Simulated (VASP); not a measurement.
# Na (P6_3/mmc) in VASP: notebook, part 2 of 2

VASP 6.6.1. The steps go on from the part before.

## Step 5: Single point, BLYP (40.47 Å³/atom)

This run uses another cell than the first one, of 40.47 Å³/atom.

File INCAR:

```
PREC = Accurate ; ENCUT = 520
EDIFF = 1E-7 ; ISMEAR = -1
SIGMA = 0.1 ; LREAL = False
LASPH = True ; NELM = 60
ALGO = Normal ; ISIF = 2
LWAVE = False ; LCHARG = False
GGA = B5 ; ALDAX = 1.0
AGGAX = 1.0 ; AGGAC = 1.0
ALDAC = 0.0 ; NBANDS = 14
```

File KPOINTS:

```
regular mesh
0
Gamma
  11 11 6
```

File POSCAR:

```
Na
1.0
    3.8553582644      0.0000000000      0.0000000000
   -1.9276791322      3.3388381977      0.0000000000
    0.0000000000      0.0000000000      6.2878248269
Na
2
Direct
    0.3333333333      0.6666666667      0.2500000000
    0.6666666667      0.3333333333      0.7500000000
```

Potentials or basis: VASP PAW PBE potentials, release 64 (Na_pv).

Started as:

```console
> cat potpaw_PBE.64/Na_pv/POTCAR > POTCAR
> mpirun -np 1 vasp_std > vasp.out
```

OUTCAR:

```text
PREC = Accurate
   ENCUT = 520
   EDIFF = 1E-7
   ISMEAR = -1
   LREAL = False
   LASPH = True
   NELM = 60
   ISIF = 2
   GGA = B5

 ion  position               nearest neighbor table
   1  0.333  0.667  0.250-
   2  0.667  0.333  0.750-

  LATTYP: Found a hexagonal cell.
 ALAT       =     3.8553582644
 C/A-ratio  =     1.6309313936

  Lattice vectors:

 A1 = (   3.8553582644,   0.0000000000,   0.0000000000)
 A2 = (  -1.9276791322,   3.3388381977,   0.0000000000)
 A3 = (   0.0000000000,   0.0000000000,   6.2878248269)

Analysis of symmetry for initial positions (statically):
=====================================================================
 Subroutine PRICEL returns:
 Original cell was already a primitive cell.

 Routine SETGRP: Setting up the symmetry group for a
 hexagonal supercell.

 Subroutine GETGRP returns: Found 24 space group operations
 (whereof 12 operations were pure point group operations)
 out of a pool of 24 trial point group operations.

The static configuration has the point symmetry D_3d.
 The point group associated with its full space group is D_6h.
[... 174 lines left out ...]
      4     -24.8483      2.00000
      5     -24.8483      2.00000
      6     -24.8477      2.00000
      7      -2.6068      2.00000
      8       1.1291      0.00422
      9       1.2891      0.00085
     10       9.9937      0.00000
     11       9.9937      0.00000
     12      10.1149      0.00000
     13      10.1150      0.00000
     14      10.5615      0.00000
[... 377 lines left out ...]
      1     -24.8680      2.00000
      2     -24.8594      2.00000
      3     -24.8583      2.00000
      4     -24.8543      2.00000
      5     -24.8508      2.00000
      6     -24.8500      2.00000
      7      -1.6983      2.00000
      8       0.8288      0.08166
      9       3.2724      0.00000
     10       5.5143      0.00000
     11       6.6290      0.00000
     12       7.8946      0.00000
     13       8.9594      0.00000
     14       9.9076      0.00000

 [... further k-points ...]

------------------------ aborting loop because EDIFF is reached ----------------------------------------

  FORCE on cell =-STRESS in cart. coord.  units (eV):
  Direction    XX          YY          ZZ          XY          YZ          ZX
  --------------------------------------------------------------------------------------
  -------------------------------------------------------------------------------------
  Total       -0.2609744     -0.2609744     -0.2070362      0.0000000      0.0000000      0.0000000
  in kB       -5.1659230     -5.1659230     -4.0982291      0.0000000      0.0000000      0.0000000
  external PRESSURE =      -4.8100250 kB  Pullay stress =       0.0000000 kB

 VOLUME and BASIS-vectors are now :
 -----------------------------------------------------------------------------
  energy-cutoff  :      520.00
  volume of cell :       80.94
      direct lattice vectors                 reciprocal lattice vectors
     3.855358264  0.000000000  0.000000000     0.259379267  0.149752690  0.000000000
    -1.927679132  3.338838198  0.000000000     0.000000000  0.299505379  0.000000000
     0.000000000  0.000000000  6.287824827     0.000000000  0.000000000  0.159037509

 POSITION                                       TOTAL-FORCE (eV/Angst)
 -----------------------------------------------------------------------------------
     -0.00000      2.22589      1.57196        -0.000000      0.000000      0.000000
      1.92768      1.11295      4.71587         0.000000      0.000000      0.000000
 -----------------------------------------------------------------------------------
    total drift:                                0.000000     -0.000000      0.000000

  FREE ENERGIE OF THE ION-ELECTRON SYSTEM (eV)
  ---------------------------------------------------
  free  energy   TOTEN  =        -1.8748970549 eV

  energy  without entropy=       -1.8383997734  energy(sigma->0) =       -1.85664841
```

stdout:

```text
POSCAR found type information on POSCAR Na
 POSCAR found :  1 types and       2 ions
 scaLAPACK will be used
 -----------------------------------------------------------------------------
|                                                                             |
|                                                                             |
|     You enforced a specific xc type in the INCAR file but a different       |
|     I HOPE YOU KNOW WHAT YOU ARE DOING!                                     |
|                                                                             |
 -----------------------------------------------------------------------------

 LDA part: xc-table for (Slater(with rela. corr.)+VWN5), standard interpolation
 POSCAR, INCAR and KPOINTS ok, starting setup
 FFT: planning ... GRIDC
 FFT: planning ... GRID_SOFT
 FFT: planning ... GRID
 WAVECAR not read
 entering main loop
```

It took 48 s on 1 thread of Intel Xeon Platinum 8488C (Sapphire Rapids), shared host; peak memory 0.21 GiB.

What came out:

| Quantity | Value |
| --- | --- |
| Free energy | -1.8749 eV |
| Pressure | -0.5 GPa |
| Band gap on the k mesh | zero (bands 7 and 8 overlap by 3.88 eV) |

Levels at points of the mesh, in eV from the Fermi level:
```csv
k point,band 3,band 4,band 5,band 6,band 7,band 8,band 9,band 10,band 11,band 12
"(0.00, 0.00, 0.00)",-25.37,-25.36,-25.36,-25.36,-3.12,0.62,0.78,9.48,9.48,9.60
"(0.00, 0.00, 0.50)",-25.36,-25.36,-25.36,-25.36,-2.15,-2.15,5.22,5.22,10.05,10.05
```

Caveat: the PAW data sets were made with another functional, which shifts forces and pressure a little.

## Step 6: Single point, BLYP (41.97 Å³/atom)

This run uses another cell than the first one, of 41.97 Å³/atom.

File INCAR:

```
SYSTEM = Na
  PREC = Accurate
  ENCUT = 520
  EDIFF = 1E-7
  ISMEAR = -1
  SIGMA = 0.1
  LREAL = .FALSE.
  LASPH = .TRUE.
  NELM = 100
  ALGO = Normal
  ISIF = 2
  LWAVE = .FALSE.
  LCHARG = .FALSE.
  GGA = B5
  ALDAX = 1.0
  AGGAX = 1.0
  AGGAC = 1.0
  ALDAC = 0.0
  NBANDS = 14
```

File KPOINTS:

```
regular mesh
0
G
  11 11 6
  0 0 0
```

File POSCAR:

```
Na
1.0
    3.9023794628      0.0000000000      0.0000000000
   -1.9511897314      3.3795597500      0.0000000000
    0.0000000000      0.0000000000      6.3645131755
Na
2
Direct
    0.3333333333      0.6666666667      0.2500000000
    0.6666666667      0.3333333333      0.7500000000
```

Potentials or basis: VASP PAW PBE potentials, release 64 (Na_pv).

Started as:

```console
> cat potpaw_PBE.64/Na_pv/POTCAR > POTCAR
> mpirun -np 1 vasp_std > vasp.out
```

It took 45 s on 1 thread of Intel Xeon Platinum 8488C (Sapphire Rapids), shared host; peak memory 0.21 GiB.

Results (log left out):

```
Free energy            : -1.8646 eV
Pressure               : -0.7 GPa
Band gap on the k mesh : zero (bands 7 and 8 overlap by 3.80 eV)
```

Stress tensor (GPa, compression positive):
```
-0.68  0.00  0.00
 0.00 -0.68  0.00
 0.00  0.00 -0.59
```

Levels at points of the mesh, in eV from the Fermi level:
| k point | band 4 | band 5 | band 6 | band 7 | band 8 | band 9 | band 10 | band 11 |
| --- | --- | --- | --- | --- | --- | --- | --- | --- |
| (0.00, 0.00, 0.00) | -25.39 | -25.39 | -25.39 | -3.05 | 0.62 | 0.74 | 9.29 | 9.29 |
| (0.00, 0.00, 0.50) | -25.39 | -25.39 | -25.39 | -2.10 | -2.10 | 5.11 | 5.11 | 9.86 |

Caveat: the PAW data sets were made with another functional, which shifts forces and pressure a little.

## Step 7: Single point, BLYP

This run uses another cell than the first one, of 37.47 Å³/atom.

File INCAR:

```
PREC = Accurate
ENCUT = 520
EDIFF = 1E-6
ISMEAR = -1
SIGMA = 0.1
LREAL = False
LASPH = True
NELM = 100
ALGO = Normal
ISIF = 2
LWAVE = False
LCHARG = False
GGA = B5
ALDAX = 1.0
AGGAX = 1.0
AGGAC = 1.0
ALDAC = 0.0
NBANDS = 14
```

File KPOINTS:

```
Automatic mesh
0
Gamma
  16 16 9
```

File POSCAR:

```
Na
1.0
    3.7577119841      0.0000000000      0.0000000000
   -1.8788559921      3.2542740383      0.0000000000
    0.0000000000      0.0000000000      6.1285704429
Na
2
Direct
    0.3333333333      0.6666666667      0.2500000000
    0.6666666667      0.3333333333      0.7500000000
```

Started as:

```console
> cat potpaw_PBE.64/Na_pv/POTCAR > POTCAR
> mpirun -np 1 vasp_std > vasp.out
```

Run time: 67 s. Hardware: 1 thread of Intel Xeon Platinum 8488C (Sapphire Rapids), shared host; peak memory 0.25 GiB.

Results (log left out):

```
Free energy            : -1.8873 eV
Pressure               : 0.0 GPa
Band gap on the k mesh : zero (bands 7 and 8 overlap by 3.61 eV)
```

Levels at points of the mesh, in eV from the Fermi level:
```
           k point  band 4  band 5  band 6  band 7  band 8  band 9  band 10  band 11
(0.00, 0.00, 0.00)  -25.30  -25.30  -25.30   -3.28    0.62    0.86     9.90     9.90
(0.50, 0.00, 0.00)  -25.32  -25.31  -25.31    0.28    0.28    3.85     3.94     4.26
```

Caveat: the PAW data sets were made with another functional, which shifts forces and pressure a little.

## Step 8: The runs side by side

| cell | k mesh | gap on the mesh (eV) | pressure (GPa) |
| --- | --- | --- | --- |
| a = 3.707, b = 3.707, c = 6.046 Å, angles 90.0, 90.0, 120.0°, 2 atoms | 11 × 11 × 6 | none | 0.3 |
| a = 3.758, b = 3.758, c = 6.129 Å, angles 90.0, 90.0, 120.0°, 2 atoms | 11 × 11 × 6 | none | 0.0 |
| a = 3.807, b = 3.807, c = 6.209 Å, angles 90.0, 90.0, 120.0°, 2 atoms | 11 × 11 × 6 | none | -0.3 |
| a = 3.855, b = 3.855, c = 6.288 Å, angles 90.0, 90.0, 120.0°, 2 atoms | 11 × 11 × 6 | none | -0.5 |
| a = 3.902, b = 3.902, c = 6.365 Å, angles 90.0, 90.0, 120.0°, 2 atoms | 11 × 11 × 6 | none | -0.7 |
| a = 3.758, b = 3.758, c = 6.129 Å, angles 90.0, 90.0, 120.0°, 2 atoms | 16 × 16 × 9 | none | 0.0 |

Alike in all rows: task single point; level BLYP; potentials or basis VASP PAW PBE potentials, release 64 (Na_pv); no spin polarisation; cutoff (eV) 520; smearing fermi-dirac 0.1 eV.

Caveats: the PAW data sets were made with another functional, which shifts forces and pressure a little.

Total energies depend on the potentials used, so only differences within one code and one set of settings carry meaning.
